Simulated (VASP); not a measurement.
# SiC (P6_3mc) in VASP: notebook

Runs on SiC. Level: LDA. Tasks: single point, relaxation of cell and atoms.

All numbers are computed with VASP 6.6.1; they aren't measurements. Logs are shortened: lines on timing, memory, paths and dates and some standing lists are left out, and cuts for length are marked.

## (1) The cell of the first run

It takes space group P6_3mc (No. 186, hexagonal). Conventional cell: a = 3.058 Å, b = 3.058 Å, c = 10.012 Å, α = 90.00°, β = 90.00°, γ = 120.00°. Within 2.5 Å of Si (site symmetry 3m) lie 4 C at 1.87 to 1.88 Å. Within 2.5 Å of Si (site symmetry 3m) lie 4 C at 1.87 to 1.88 Å. Within 2.5 Å of C (site symmetry 3m) lie 4 Si at 1.87 to 1.88 Å. C (site symmetry 3m) has 4 Si at 1.87 to 1.88 Å within 2.5 Å.

## (2) Single point, LDA

Input file INCAR:

```
SYSTEM = SiC
  PREC = Accurate
  ENCUT = 520
  EDIFF = 1E-6
  ISMEAR = 0
  SIGMA = 0.01
  LREAL = .False.
  LASPH = .True.
  NELM = 60
  ALGO = Normal
  ISIF = 2
  LWAVE = .False.
  LCHARG = .False.
  GGA = CA
  NBANDS = 26
```

Input file KPOINTS:

```
regular mesh
0
Gamma
  10 10 3
  0 0 0
```

Input file POSCAR:

```
SiC
1.0
    3.0584222521      0.0000000000      0.0000000000
   -1.5292111260      2.6486713659      0.0000000000
    0.0000000000      0.0000000000     10.0120990479
Si C
4 4
Direct
    0.6666666667      0.3333333333      0.9378418405
    0.3333333333      0.6666666667      0.4378418405
    0.0000000000      0.0000000000      0.6879007850
    0.0000000000      0.0000000000      0.1879007850
    0.6666666667      0.3333333333      0.7498073805
    0.3333333333      0.6666666667      0.2498073805
    0.0000000000      0.0000000000      0.5004489940
    0.0000000000      0.0000000000      0.0004489940
```

Potentials or basis: VASP PAW LDA potentials, release 64 (Si, C).

On the command line:

```sh
$ cat potpaw_LDA.64/Si/POTCAR potpaw_LDA.64/C/POTCAR > POTCAR
$ mpirun -np 1 vasp_std > vasp.out
```

OUTCAR:

```text
SYSTEM = SiC
   PREC = Accurate
   ENCUT = 520
   EDIFF = 1E-6
   ISMEAR = 0
   LREAL = .False.
   LASPH = .True.
   NELM = 60
   ISIF = 2
   GGA = CA

 ion  position               nearest neighbor table
   1  0.667  0.333  0.938-   8 1.87   8 1.87   8 1.87   5 1.88   3 3.06   3 3.06   3 3.06   4 3.06
                             4 3.06   4 3.06
   2  0.333  0.667  0.438-   7 1.87   7 1.87   7 1.87   6 1.88   4 3.06   4 3.06   4 3.06   3 3.06
                             3 3.06   3 3.06
   3  0.000  0.000  0.688-   5 1.87   5 1.87   5 1.87   7 1.88   1 3.06   1 3.06   1 3.06   2 3.06
                             2 3.06   2 3.06
   4  0.000  0.000  0.188-   6 1.87   6 1.87   6 1.87   8 1.88   2 3.06   2 3.06   2 3.06   1 3.06
                             1 3.06   1 3.06
   5  0.667  0.333  0.750-   3 1.87   3 1.87   3 1.87   1 1.88
   6  0.333  0.667  0.250-   4 1.87   4 1.87   4 1.87   2 1.88
   7  0.000  0.000  0.500-   2 1.87   2 1.87   2 1.87   3 1.88
   8  0.000  0.000  0.000-   1 1.87   1 1.87   1 1.87   4 1.88

  LATTYP: Found a hexagonal cell.
 ALAT       =     3.0584222521
 C/A-ratio  =     3.2736156824

  Lattice vectors:

 A1 = (   3.0584222521,   0.0000000000,   0.0000000000)
 A2 = (  -1.5292111260,   2.6486713659,   0.0000000000)
 A3 = (   0.0000000000,   0.0000000000,  10.0120990479)

Analysis of symmetry for initial positions (statically):
=====================================================================
 Subroutine PRICEL returns:
 Original cell was already a primitive cell.

 Routine SETGRP: Setting up the symmetry group for a
 hexagonal supercell.

 Subroutine GETGRP returns: Found 12 space group operations
 (whereof  6 operations were pure point group operations)
 out of a pool of 24 trial point group operations.

The static configuration has the point symmetry C_3v.
 The point group associated with its full space group is C_6v.

Analysis of symmetry for dynamics (positions and initial velocities):
=====================================================================
 Subroutine PRICEL returns:
 Original cell was already a primitive cell.

 Routine SETGRP: Setting up the symmetry group for a
 hexagonal supercell.

 Subroutine GETGRP returns: Found 12 space group operations
 (whereof  6 operations were pure point group operations)
 out of a pool of 24 trial point group operations.

The dynamic configuration has the point symmetry C_3v.
 The point group associated with its full space group is C_6v.

 Subroutine INISYM returns: Found 12 space group operations
 (whereof  6 operations are pure point group operations),
 and found     1 'primitive' translations

----------------------------------------------------------------------------------------

                                     Primitive cell

  volume of cell :      81.1056

  direct lattice vectors                    reciprocal lattice vectors
     3.058422252  0.000000000  0.000000000     0.326965971  0.188773891  0.000000000
    -1.529211126  2.648671366  0.000000000     0.000000000  0.377547782  0.000000000
     0.000000000  0.000000000 10.012099048     0.000000000  0.000000000  0.099879156

  length of vectors
     3.058422252  3.058422252 10.012099048     0.377547782  0.377547782  0.099879156

  position of ions in fractional coordinates (direct lattice)
     0.666666667  0.333333333  0.937841840
     0.333333333  0.666666667  0.437841840
     0.000000000  0.000000000  0.687900785
     0.000000000  0.000000000  0.187900785
     0.666666667  0.333333333  0.749807381
     0.333333333  0.666666667  0.249807381
     0.000000000  0.000000000  0.500448994
     0.000000000  0.000000000  0.000448994

  ion indices of the primitive-cell ions
   primitive index   ion index
                 1           1
                 2           2
                 3           3
                 4           4
                 5           5
                 6           6
                 7           7
                 8           8

----------------------------------------------------------------------------------------

 KPOINTS: regular mesh

Automatic generation of k-mesh.
 Grid dimensions read from file:
 generate k-points for:   10   10    3

 Generating k-lattice:

  Cartesian coordinates                     Fractional coordinates (reciprocal lattice)
     0.032696597  0.018877389  0.000000000     0.100000000  0.000000000  0.000000000
     0.000000000  0.037754778  0.000000000     0.000000000  0.100000000  0.000000000
     0.000000000  0.000000000  0.033293052     0.000000000  0.000000000  0.333333333

  Length of vectors
     0.037754778  0.037754778  0.033293052

  Shift w.r.t. Gamma in fractional coordinates (k-lattice)
     0.000000000  0.000000000  0.000000000

 Subroutine IBZKPT returns following result:
 ===========================================

 Found     28 irreducible k-points:

 Following reciprocal coordinates:
            Coordinates               Weight
  0.000000  0.000000  0.000000      1.000000
  0.100000  0.000000  0.000000      6.000000
  0.200000  0.000000  0.000000      6.000000
  0.300000  0.000000  0.000000      6.000000
  0.400000 -0.000000  0.000000      6.000000
  0.500000  0.000000  0.000000      3.000000
[... 16 lines left out ...]
  0.300000  0.100000  0.333333     24.000000
  0.400000  0.100000  0.333333     24.000000
 [... further k-points ...]
   k-points           NKPTS =     28   k-points in BZ     NKDIM =     28   number of bands    NBANDS=     26
   number of dos      NEDOS =    301   number of ions     NIONS =      8
   total plane-waves  NPLWV =  46080
   dimension x,y,z NGX =    24 NGY =   24 NGZ =   80
   dimension x,y,z NGXF=    48 NGYF=   48 NGZF=  160
   ions per type =               4   4
   NGX,Y,Z   is equivalent  to a cutoff of  13.05, 13.05, 13.28 a.u.
   NGXF,Y,Z  is equivalent  to a cutoff of  26.09, 26.09, 26.57 a.u.
 SYSTEM =  SiC
   PREC   = accura    normal or accurate (medium, high low for compatibility)
   ISTART =      0    job   : 0-new  1-cont  2-samecut
   ICHARG =      2    charge: 1-file 2-atom 10-const
   ISPIN  =      1    spin polarized calculation?
   LNONCOLLINEAR =      F non collinear calculations
   LSORBIT =      F    spin-orbit coupling
   LASPH  =      T    aspherical Exc in radial PAW
   ENCUT  =  520.0 eV  38.22 Ry    6.18 a.u.   5.69  5.69 18.62*2*pi/ulx,y,z
   NELM   =     60;   NELMIN=  2; NELMDL= -5     # of ELM steps
   EDIFF  = 0.1E-05   stopping-criterion for ELM
   LREAL  =      F    real-space projection
   EDIFFG = 0.1E-04   stopping-criterion for IOM
   NSW    =      0    number of steps for IOM
   IBRION =     -1    ionic relax: 0-MD 1-quasi-New 2-CG
   NFREE  =      0    steps in history (QN), initial steepest desc. (CG)
   ISIF   =      2    stress and relaxation
   ISYM   =      2    0-nonsym 1-usesym 2-fastsym
   POTIM  = 0.5000    time-step for ionic-motion
   TEBEG  =    0.0;   TEEND  =   0.0 temperature during run
   PSTRESS=    0.0 pullay stress
   NELECT =      32.0000    total number of electrons
   NUPDOWN=      -1.0000    fix difference up-down
   EMIN   =  10.00;   EMAX   =-10.00  energy-range for DOS
   EFERMI =   0.00;   METHOD = LEGACY
   ISMEAR =     0;   SIGMA  =   0.01  broadening in eV -4-tet -1-fermi 0-gaus
   EFERMI_NEDOS =   21; number of points for ismear=-14 and -15
   IALGO  =     38    algorithm
   IMIX   =      4    mixing-type and parameters
     AMIX     =   0.40;   BMIX     =  1.00
     AMIX_MAG =   1.60;   BMIX_MAG =  1.00
  volume/ion in A,a.u.               =      10.14        68.42
  Fermi-wavevector in a.u.,A,eV,Ry     =   1.200719  2.269029 19.615865  1.441725
  Thomas-Fermi vector in A             =   2.336547
   LORBIT       =      0    0 simple, 1 ext, 2 COOP (PROOUT), +10 PAW based schemes
   GGA     = CA    functional components
   LHFCALC =     F    Hartree Fock is set to
   AEXX    =    0.0000 exact exchange contribution
   IVDW    =     0    specifies the selected vdW correction
   LEPSILON=     F    determine dielectric tensor
   LRPA    =     F    only Hartree local field effects (RPA)
 non-spin polarized calculation
 Gauss-broadening in eV      SIGMA  =   0.01
  energy-cutoff  :      520.00
  volume of cell :       81.11
 maximum number of plane-waves:      2204
 NGX is ok and might be reduce to    24
   NGX = 11   NGY = 11   NGZ = 37

 number of electron      31.9999999 magnetization

 Free energy of the ion-electron system (eV)
  ---------------------------------------------------
  ext. energy  EPLUGINS =         0.00000000
  ---------------------------------------------------
  free energy    TOTEN  =       -66.58034188 eV

  energy without entropy =      -66.58034188  energy(sigma->0) =      -66.58034188

 E-fermi :   8.4792     XC(G=0): -11.6400

 val. band max:        8.3612997571   @ k =   0.0000   0.0000   0.0000
 cond. band min:      10.5338835223   @ k =   0.5000   0.0000   0.0000
 fundamental gap:      2.1725837652
 Fermi energy:         8.4791529178

 k-point     1 :       0.0000    0.0000    0.0000
  band No.  band energies     occupation
      1      -7.1909      2.00000
      2      -5.9884      2.00000
      3      -5.9523      2.00000
      4      -3.4966      2.00000
      5      -0.3820      2.00000
      6       3.9669      2.00000
[... 18 lines left out ...]
     25      15.7934      0.00000
     26      16.4236      0.00000

 k-point     2 :       0.1000    0.0000    0.0000
  band No.  band energies     occupation
      1      -7.0140      2.00000
      2      -5.8172      2.00000
      3      -5.7803      2.00000
      4      -3.3466      2.00000
      5      -0.2188      2.00000
      6       4.0231      2.00000
[... 18 lines left out ...]
     25      15.9594      0.00000
     26      16.2563      0.00000

 k-point     3 :       0.2000    0.0000    0.0000
  band No.  band energies     occupation
      1      -6.4894      2.00000
      2      -5.3118      2.00000
      3      -5.2719      2.00000
      4      -2.9160      2.00000
      5       0.2505      2.00000
      6       3.8012      2.00000
[... 18 lines left out ...]
     25      16.5496      0.00000
     26      16.8895      0.00000

 k-point     4 :       0.3000    0.0000    0.0000
  band No.  band energies     occupation
      1      -5.6406      2.00000
      2      -4.5075      2.00000
      3      -4.4601      2.00000
      4      -2.3007      2.00000
      5       0.8695      2.00000
      6       2.1643      2.00000
[... 18 lines left out ...]
     25      16.9910      0.00000
     26      17.4643      0.00000

 k-point     5 :       0.4000   -0.0000    0.0000
  band No.  band energies     occupation
      1      -4.5401      2.00000
      2      -3.5395      2.00000
      3      -3.4627      2.00000
      4      -1.9156      2.00000
      5       0.4128      2.00000
      6       0.8224      2.00000
[... 18 lines left out ...]
     25      17.1802      0.00000
     26      17.7056      0.00000

 k-point     6 :       0.5000    0.0000    0.0000
  band No.  band energies     occupation
      1      -3.6601      2.00000
      2      -3.1197      2.00000
      3      -2.8413      2.00000
      4      -2.0954      2.00000
      5      -0.3006      2.00000
      6       0.0146      2.00000
[... 427 lines left out ...]
 k-point    21 :       0.1000    0.1000    0.3333
  band No.  band energies     occupation
      1      -6.5265      2.00000
      2      -6.1204      2.00000
      3      -4.5817      2.00000
      4      -3.6117      2.00000
      5       0.8516      2.00000
      6       2.3788      2.00000
[... 18 lines left out ...]
     25      16.5133      0.00000
     26      16.5643      0.00000

 k-point    22 :       0.2000    0.1000    0.3333
  band No.  band energies     occupation
      1      -5.8411      2.00000
      2      -5.4439      2.00000
      3      -3.9511      2.00000
      4      -3.0317      2.00000
      5       1.2914      2.00000
      6       2.3996      2.00000
[... 18 lines left out ...]
     25      16.7937      0.00000
     26      17.0242      0.00000

 k-point    23 :       0.3000    0.1000    0.3333
  band No.  band energies     occupation
      1      -4.8628      2.00000
      2      -4.4864      2.00000
      3      -3.1138      2.00000
      4      -2.3374      2.00000
      5       1.0120      2.00000
      6       1.3024      2.00000
[... 18 lines left out ...]
     25      16.6828      0.00000
     26      17.7096      0.00000

 k-point    24 :       0.4000    0.1000    0.3333
  band No.  band energies     occupation
      1      -3.7579      2.00000
      2      -3.4567      2.00000
      3      -2.5156      2.00000
      4      -2.1301      2.00000
      5       0.1206      2.00000
      6       0.5012      2.00000
[... 18 lines left out ...]
     25      16.3521      0.00000
     26      17.2331      0.00000

 [... further k-points ...]

------------------------ aborting loop because EDIFF is reached ----------------------------------------

  FORCE on cell =-STRESS in cart. coord.  units (eV):
  Direction    XX          YY          ZZ          XY          YZ          ZX
  --------------------------------------------------------------------------------------
  -------------------------------------------------------------------------------------
  Total        0.2049588      0.2049588      0.2092542      0.0000000      0.0000000      0.0000000
  in kB        4.0488011      4.0488011      4.1336536      0.0000000      0.0000000      0.0000000
  external PRESSURE =       4.0770853 kB  Pullay stress =       0.0000000 kB

 VOLUME and BASIS-vectors are now :
 -----------------------------------------------------------------------------
  energy-cutoff  :      520.00
  volume of cell :       81.11
      direct lattice vectors                 reciprocal lattice vectors
     3.058422252  0.000000000  0.000000000     0.326965971  0.188773891  0.000000000
    -1.529211126  2.648671366  0.000000000     0.000000000  0.377547782  0.000000000
     0.000000000  0.000000000 10.012099048     0.000000000  0.000000000  0.099879156

 POSITION                                       TOTAL-FORCE (eV/Angst)
 -----------------------------------------------------------------------------------
      1.52921      0.88289      9.38977         0.000000     -0.000000      0.000997
     -0.00000      1.76578      4.38372        -0.000000      0.000000      0.000997
      0.00000      0.00000      6.88733        -0.000000      0.000000     -0.001236
      0.00000      0.00000      1.88128         0.000000      0.000000     -0.001236
      1.52921      0.88289      7.50715        -0.000000      0.000000      0.000007
     -0.00000      1.76578      2.50110         0.000000     -0.000000      0.000007
      0.00000      0.00000      5.01054         0.000000      0.000000      0.000232
      0.00000      0.00000      0.00450        -0.000000      0.000000      0.000232
 -----------------------------------------------------------------------------------
    total drift:                               -0.000000     -0.000000      0.000099

  FREE ENERGIE OF THE ION-ELECTRON SYSTEM (eV)
  ---------------------------------------------------
  free  energy   TOTEN  =       -66.5803418824 eV

  energy  without entropy=      -66.5803418824  energy(sigma->0) =      -66.58034188
```

Wall time 20 s (1 thread of Intel Xeon 6975P-C (Granite Rapids), shared host); peak memory 0.19 GiB.

What came out:

- Free energy: -66.5803 eV
- Pressure: 0.4 GPa
- Band gap on the k mesh: 2.17 eV, indirect (least direct gap 3.30 eV)

## (3) Relaxation of cell and atoms, LDA

This run uses another cell than the first one, of 10.31 Å³/atom, 1.017 times its volume.

Input file INCAR:

```
SYSTEM = SiC
ALGO = Normal ; EDIFF = 1E-6
EDIFFG = -0.001 ; ENCUT = 600
GGA = CA ; IBRION = 2
ISIF = 3 ; ISMEAR = 0
LASPH = .TRUE. ; LCHARG = .FALSE.
LREAL = .FALSE. ; LWAVE = .FALSE.
NELM = 100 ; NSW = 80
PREC = Accurate ; SIGMA = 0.01
```

Input file KPOINTS:

```
k-points
0
G
  10 10 3
  0 0 0
```

Input file POSCAR:

```
SiC
1.0
    3.0756941497      0.0000000000      0.0000000000
   -1.5378470748      2.6636292679      0.0000000000
    0.0000000000      0.0000000000     10.0706464800
Si C
4 4
Direct
    0.6666666700      0.3333333300      0.9378419800
    0.3333333300      0.6666666700      0.4378419800
    0.0000000000      0.0000000000      0.6878943800
    0.0000000000      0.0000000000      0.1878943800
    0.6666666700      0.3333333300      0.7498025900
    0.3333333300      0.6666666700      0.2498025900
    0.0000000000      0.0000000000      0.5004600500
    0.0000000000      0.0000000000      0.0004600500
```

Potentials or basis: VASP PAW LDA potentials, release 64 (Si, C).

On the command line:

```sh
$ cat potpaw_LDA.64/Si/POTCAR potpaw_LDA.64/C/POTCAR > POTCAR
$ mpirun -np 1 vasp_std > vasp.out
```

It took 73 s on 1 thread of Intel Xeon 6975P-C (Granite Rapids), shared host; peak memory 0.21 GiB.

The run converged. Its results:

```
Free energy                            : -66.5906 eV
Relaxed volume                         : 10.15 Å³/atom
Relaxed cell                           : a = 3.059 Å, b = 3.059 Å, c = 10.016 Å, α = 90.00°, β = 90.00°, γ = 120.00°
Space group after relaxing (to 0.05 Å) : P6_3mc (No. 186)
Energy gained by relaxing              : 1.8 meV/atom
Ionic steps                            : 8
Pressure after relaxing                : 0.0 GPa
Band gap on the k mesh                 : 2.17 eV, indirect (least direct gap 3.30 eV)
```

The path:
```csv
step,energy change (eV),largest force (eV/Å),pressure (GPa),volume (Å³)
1,0.0000,0.0046,-3.56,82.50
2,0.0029,0.0134,4.11,79.79
3,-0.0148,0.0039,-0.01,81.20
4,-0.0148,0.0041,0.06,81.17
5,-0.0148,0.0044,-0.05,81.21
6,-0.0148,0.0013,0.00,81.19
7,-0.0148,0.0013,0.00,81.19
8,-0.0148,0.0005,0.00,81.19
```

Final structure:
```xyz
8
Lattice="3.0594 0.0000 0.0000 -1.5297 2.6496 0.0000 0.0000 0.0000 10.0158" Properties=species:S:1:pos:R:3 pbc="T T T"
Si    1.5297    0.8832    9.3933
Si    0.0000    1.7664    4.3854
Si    3.0594    0.0000    6.8898
Si    0.0000    0.0000    1.8819
C     1.5297    0.8832    7.5099
C     0.0000    1.7664    2.5020
C     3.0594    0.0000    5.0124
C    -1.5297    2.6496    0.0045
```

Levels at points of the mesh, in eV from the valence-band top:
| k point | band 12 | band 13 | band 14 | band 15 | band 16 | band 17 | band 18 | band 19 | band 20 | band 21 |
| --- | --- | --- | --- | --- | --- | --- | --- | --- | --- | --- |
| (0.00, 0.00, 0.00) | -0.59 | -0.59 | -0.05 | 0.00 | 0.00 | 5.21 | 5.78 | 6.42 | 6.55 | 6.98 |
| (0.50, 0.00, 0.00) | -2.42 | -2.39 | -2.24 | -1.59 | -1.13 | 2.17 | 2.30 | 4.18 | 4.77 | 5.27 |
